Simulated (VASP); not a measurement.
# SnO2 (rutile type) (P4_2/mnm) in VASP: notebook, part 2 of 2

VASP 6.6.1. The steps go on from the part before.

## Step 3: Single point, r2SCAN (12.09 Å³/atom)

This run uses another cell than the first one, of 12.09 Å³/atom.

File POSCAR:

```
SnO2
1.0
    4.7599586104      0.0000000000      0.0000000000
    0.0000000000      4.7599586104      0.0000000000
    0.0000000000      0.0000000000      3.2007473194
Sn O
2 4
Direct
    0.0000000000      0.0000000000      0.0000000000
    0.5000000000      0.5000000000      0.5000000000
    0.3059052378      0.3059052378      0.0000000000
    0.6940947622      0.6940947622      0.0000000000
    0.8059052378      0.1940947622      0.5000000000
    0.1940947622      0.8059052378      0.5000000000
```

File INCAR.step1:

```
PREC = Accurate ; ENCUT = 520
ISMEAR = -1 ; SIGMA = 0.05
LREAL = F ; LASPH = T
NELM = 80 ; NBANDS = 35
GGA = PE ; ALGO = Normal
EDIFF = 1E-4 ; LWAVE = T
LCHARG = F
```

File INCAR.step2:

```
PREC = Accurate ; ENCUT = 520
EDIFF = 1E-7 ; ISMEAR = -1
SIGMA = 0.05 ; LREAL = F
LASPH = T ; NELM = 80
ALGO = Normal ; ISIF = 2
LWAVE = F ; LCHARG = F
METAGGA = R2SCAN ; LMIXTAU = T
NBANDS = 35 ; ISTART = 1
```

File KPOINTS:

```
regular mesh
0
Gamma
  7 7 10
```

Potentials or basis: VASP PAW PBE potentials, release 64 (Sn_d, O).

Started as:

```sh
> cat potpaw_PBE.64/Sn_d/POTCAR potpaw_PBE.64/O/POTCAR > POTCAR
> cp INCAR.step1 INCAR
> mpirun -np 1 vasp_std > vasp.out
> cp INCAR.step2 INCAR
> mpirun -np 1 vasp_std > vasp.out
```

OUTCAR:

```text
PREC = Accurate
   ENCUT = 520
   EDIFF = 1E-7
   ISMEAR = -1
   LREAL = F
   LASPH = T
   NELM = 80
   ISIF = 2
   METAGGA = R2SCAN
   ISTART = 1

 ion  position               nearest neighbor table
   1  0.000  0.000  0.000-   3 2.06   4 2.06   5 2.07   6 2.07   5 2.07   6 2.07   2 3.73   2 3.73
                             2 3.73   2 3.73   2 3.73   2 3.73   2 3.73   2 3.73
   2  0.500  0.500  0.500-   5 2.06   6 2.06   3 2.07   4 2.07   3 2.07   4 2.07   1 3.73   1 3.73
                             1 3.73   1 3.73   1 3.73   1 3.73   1 3.73   1 3.73
[... 1125 lines left out ...]
  -------------------------------------------------------------------------------------
  Total        0.4199488      0.4199488      0.6498161      0.0000000      0.0000000      0.0000000
  in kB        9.2778887      9.2778887     14.3563265      0.0000000      0.0000000      0.0000000
  external PRESSURE =      10.9707013 kB  Pullay stress =       0.0000000 kB

 VOLUME and BASIS-vectors are now :
 -----------------------------------------------------------------------------
  energy-cutoff  :      520.00
  volume of cell :       72.52
      direct lattice vectors                 reciprocal lattice vectors
     4.759958610  0.000000000  0.000000000     0.210085860  0.000000000  0.000000000
     0.000000000  4.759958610  0.000000000     0.000000000  0.210085860  0.000000000
     0.000000000  0.000000000  3.200747319     0.000000000  0.000000000  0.312427037

 POSITION                                       TOTAL-FORCE (eV/Angst)
 -----------------------------------------------------------------------------------
      0.00000      0.00000      0.00000        -0.000000      0.000000      0.000000
      2.37998      2.37998      1.60037        -0.000000      0.000000      0.000000
      1.45610      1.45610      0.00000        -0.019128     -0.019128     -0.000000
      3.30386      3.30386      0.00000         0.019128      0.019128      0.000000
      3.83608      0.92388      1.60037        -0.019128      0.019128      0.000000
      0.92388      3.83608      1.60037         0.019128     -0.019128     -0.000000
 -----------------------------------------------------------------------------------
    total drift:                               -0.000000      0.000000      0.000000

  FREE ENERGIE OF THE ION-ELECTRON SYSTEM (eV)
  ---------------------------------------------------
  free  energy   TOTEN  =       -84.6295875400 eV

  energy  without entropy=      -84.6295875398  energy(sigma->0) =      -84.62958754
```

OUTCAR.step1:

```text
PREC = Accurate
   ENCUT = 520
   ISMEAR = -1
   LREAL = F
   LASPH = T
[... 1152 lines left out ...]
      1.45610      1.45610      0.00000        -0.035082     -0.035082      0.000000
      3.30386      3.30386      0.00000         0.035082      0.035082      0.000000
      3.83608      0.92388      1.60037        -0.035082      0.035082      0.000000
      0.92388      3.83608      1.60037         0.035082     -0.035082      0.000000
 -----------------------------------------------------------------------------------
    total drift:                               -0.000000      0.000000      0.000000

  FREE ENERGIE OF THE ION-ELECTRON SYSTEM (eV)
  ---------------------------------------------------
  free  energy   TOTEN  =       -37.2284232460 eV

  energy  without entropy=      -37.2284230905  energy(sigma->0) =      -37.22842317
```

OSZICAR.step1:

```text
N       E                     dE             d eps       ncg     rms          rms(c)
DAV:   1     0.632665049653E+03    0.63267E+03   -0.25580E+04  4690   0.232E+03
DAV:   2     0.581170156330E+02   -0.57455E+03   -0.54062E+03  4496   0.605E+02
DAV:   3    -0.383243651181E+02   -0.96441E+02   -0.94701E+02  4508   0.208E+02
DAV:   4    -0.433160918013E+02   -0.49917E+01   -0.49564E+01  5352   0.511E+01
DAV:   5    -0.434448379211E+02   -0.12875E+00   -0.12854E+00  5160   0.867E+00    0.160E+01
DAV:   6    -0.371411936073E+02    0.63036E+01   -0.17551E+01  6666   0.641E+01    0.620E+00
DAV:   7    -0.372566789684E+02   -0.11549E+00   -0.20434E+00  4943   0.796E+00    0.322E+00
DAV:   8    -0.372347118586E+02    0.21967E-01   -0.16757E-01  6143   0.413E+00    0.748E-01
DAV:   9    -0.372276369424E+02    0.70749E-02   -0.34881E-02  6947   0.298E+00    0.132E-01
DAV:  10    -0.372283090704E+02   -0.67213E-03   -0.38414E-03  5272   0.488E-01    0.536E-02
DAV:  11    -0.372284223889E+02   -0.11332E-03   -0.17261E-04  4222   0.103E-01    0.134E-02
DAV:  12    -0.372284232460E+02   -0.85711E-06   -0.22434E-05  2590   0.425E-02
   1 F= -.37228423E+02 E0= -.37228423E+02  d E =-.155509E-06
```

Wall time 10 min (1 thread of AMD EPYC 7R43 (Zen 3), shared host); peak memory 0.23 GiB.

What came out:

```yaml
Free_energy: -84.6296 eV
Pressure: 1.1 GPa
Largest_force: 0.027 eV/Å
Band_gap_on_the_k_mesh: 1.79 eV
```

Forces on the atoms (eV/Å):
```
Sn   0.000  0.000  0.000
Sn   0.000  0.000  0.000
O   -0.019 -0.019  0.000
O    0.019  0.019  0.000
O   -0.019  0.019  0.000
O    0.019 -0.019  0.000
```

Stress tensor (GPa, compression positive):
```
0.93 0.00 0.00
0.00 0.93 0.00
0.00 0.00 1.44
```

Caveat: the PAW data sets were made with another functional, which shifts forces and pressure a little; spin-orbit coupling is left out, which moves the levels of the heavy elements.

## Step 4: Relaxation of cell and atoms, r2SCAN

This run uses another cell than the first one, of 10.58 Å³/atom.

File POSCAR:

```
SnO2
1.0
    4.5821571838      0.0000000000      0.0000000000
    0.0000000000      4.5821571838      0.0000000000
    0.0000000000      0.0000000000      3.0242237413
Sn O
2 4
Direct
    0.0000000000      0.0000000000      0.0000000000
    0.5000000000      0.5000000000      0.5000000000
    0.3050000000      0.3050000000      0.0000000000
    0.6950000000      0.6950000000      0.0000000000
    0.8050000000      0.1950000000      0.5000000000
    0.1950000000      0.8050000000      0.5000000000
```

File INCAR.step1:

```
ALGO = Normal
EDIFF = 1E-4
ENCUT = 600
GGA = PE
ISMEAR = -1
LASPH = T
LCHARG = F
LREAL = F
LWAVE = T
NELM = 60
PREC = Accurate
SIGMA = 0.05
```

File INCAR.step2:

```
ALGO = Normal
EDIFF = 1E-6
EDIFFG = -0.005
ENCUT = 600
IBRION = 2
ISIF = 3
ISMEAR = -1
ISTART = 1
LASPH = T
LCHARG = F
LMIXTAU = T
LREAL = F
LWAVE = F
METAGGA = R2SCAN
NELM = 60
NSW = 60
PREC = Accurate
SIGMA = 0.05
```

File KPOINTS:

```
k-points
0
Gamma
  7 7 10
```

Started as:

```sh
> cat potpaw_PBE.64/Sn_d/POTCAR potpaw_PBE.64/O/POTCAR > POTCAR
> cp INCAR.step1 INCAR
> mpirun -np 1 vasp_std > vasp.out
> cp INCAR.step2 INCAR
> mpirun -np 1 vasp_std > vasp.out
```

It took 1.6 h on 1 thread of Oxide Virtual Turin-like, shared host; peak memory 0.26 GiB.

It converged, with:

```yaml
Free_energy: -84.6230 eV
Relaxed_volume: 12.14 Å³/atom
Relaxed_cell: a = 4.765 Å, b = 4.765 Å, c = 3.208 Å, α = 90.00°, β = 90.00°, γ = 90.00°
Space_group_after_relaxing_to_0.1_Å: P4_2/mnm (No. 136)
Energy_gained_by_relaxing: 184.7 meV/atom
Ionic_steps: 13
Pressure_after_relaxing: 0.0 GPa
Band_gap_on_the_k_mesh: 1.73 eV
```

Step by step:
| step | energy change (eV) | largest force (eV/Å) | pressure (GPa) | volume (Å³) |
| --- | --- | --- | --- | --- |
| 1 | 0.0000 | 0.6265 | 41.79 | 63.50 |
| 2 | 1.2964 | 0.7320 | -29.33 | 92.32 |
| 3 | -1.0866 | 0.4606 | -1.98 | 73.38 |
| 4 | -1.0921 | 0.4250 | -0.17 | 72.77 |
| 5 | -1.0923 | 0.4131 | 0.40 | 72.57 |
| 6 | -1.1077 | 0.0255 | -0.09 | 72.90 |
| 7 | -1.1078 | 0.0048 | -0.11 | 72.92 |
| 8 | -1.1080 | 0.0013 | 0.05 | 72.84 |
| 9 | -1.1080 | 0.0063 | 0.18 | 72.80 |
| 10 | -1.1080 | 0.0021 | 0.09 | 72.82 |
| 11 | -1.1080 | 0.0041 | 0.12 | 72.82 |
| 12 | -1.1080 | 0.0041 | -0.12 | 72.89 |
| 13 | -1.1080 | 0.0002 | -0.01 | 72.85 |

Final structure:
```yaml
crystal:
  lattice:
    - [4.76547, 0.00000, 0.00000]
    - [0.00000, 4.76547, 0.00000]
    - [0.00000, 0.00000, 3.20802]
  atoms:
    - { symbol: Sn, position: [0.00000, 0.00000, 0.00000] }
    - { symbol: Sn, position: [0.50000, 0.50000, 0.50000] }
    - { symbol: O, position: [0.30586, 0.30586, 0.00000] }
    - { symbol: O, position: [0.69414, 0.69414, 0.00000] }
    - { symbol: O, position: [0.80586, 0.19414, 0.50000] }
    - { symbol: O, position: [0.19414, 0.80586, 0.50000] }
```

Levels at points of the mesh, in eV from the valence-band top:
| k point | band 24 | band 25 | band 26 | band 27 | band 28 | band 29 |
| --- | --- | --- | --- | --- | --- | --- |
| (0.00, 0.00, 0.00) | -0.77 | -0.77 | 0.00 | 1.73 | 6.76 | 7.02 |
| (0.00, 0.00, 0.50) | -1.66 | -1.26 | -1.26 | 6.81 | 6.81 | 10.50 |

Caveat: the PAW data sets were made with another functional, which shifts forces and pressure a little; spin-orbit coupling is left out, which moves the levels of the heavy elements.

## Step 5: The runs side by side

| task | cell | cutoff (eV) | gap on the mesh (eV) | pressure (GPa) |
| --- | --- | --- | --- | --- |
| relaxation of shape and atoms at fixed volume | relaxed from a = 4.059, b = 4.059, c = 2.729 Å, 6 atoms, atomic positions A | 600 | 6.72 | 284.3 |
| single point | a = 4.760, b = 4.760, c = 3.201 Å, 6 atoms, atomic positions A | 520 | 1.79 | 1.1 |
| relaxation of cell and atoms | relaxed from a = 4.582, b = 4.582, c = 3.024 Å, 6 atoms, atomic positions B | 600 | 1.73 | 0.0 |

Alike in all rows: level r2SCAN; potentials or basis VASP PAW PBE potentials, release 64 (Sn_d, O); no spin polarisation; k mesh 7 × 7 × 10; smearing fermi-dirac 0.05 eV.

Caveats: the PAW data sets were made with another functional, which shifts forces and pressure a little; spin-orbit coupling is left out, which moves the levels of the heavy elements.

Absolute energies hang on the potentials; compare differences alone.
